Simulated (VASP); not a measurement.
Write the native input for VASP 6.6.1 that does the following.

* Task: single point
* Functional: PBEsol
* Potentials or basis: VASP PAW PBE potentials, release 64 (Zn, S)
* Cutoff: 520 eV
* k mesh: 6 × 6 × 6
* Occupations: gaussian, width 0.02 eV
* Spin: no spin polarisation
* Dipole correction: no
* Further INCAR settings: ALGO = Normal; EDIFF = 1e-07; NBANDS = 16

The structure of ZnS lies in POSCAR:

```
ZnS
1.0
    0.0000000000      2.6839866667      2.7383901626
    2.6839866667      0.0000000000      2.7383901626
    2.6839866667      2.6839866667      0.0000000000
Zn S
1 1
Direct
    0.2500000000      0.2500000000      0.2500000000
    0.0000000000      0.0000000000      0.0000000000
```

These files were run (other wordings do the same):

INCAR

```
SYSTEM = ZnS
ALGO = Normal
EDIFF = 1E-7
ENCUT = 520
GGA = PS
ISIF = 2
ISMEAR = 0
LASPH = .TRUE.
LCHARG = .FALSE.
LREAL = .FALSE.
LWAVE = .FALSE.
NBANDS = 16
NELM = 60
PREC = Accurate
SIGMA = 0.02
```

KPOINTS

```
k-points
0
G
  6 6 6
  0 0 0
```

Potentials or basis: VASP PAW PBE potentials, release 64 (Zn, S).

Launch:

```console
$ cat potpaw_PBE.64/Zn/POTCAR potpaw_PBE.64/S/POTCAR > POTCAR
$ mpirun -np 1 vasp_std > vasp.out
```

It gave:

| Quantity | Value |
| --- | --- |
| Pressure | -1.8 GPa |
| Band gap on the k mesh | 1.95 eV, direct |

Caveat: the PAW data sets were made with another functional, which shifts forces and pressure a little.

Run time: 22 s on 1 thread of Intel Xeon 6975P-C, on a shared host, peak memory 0.17 GiB.
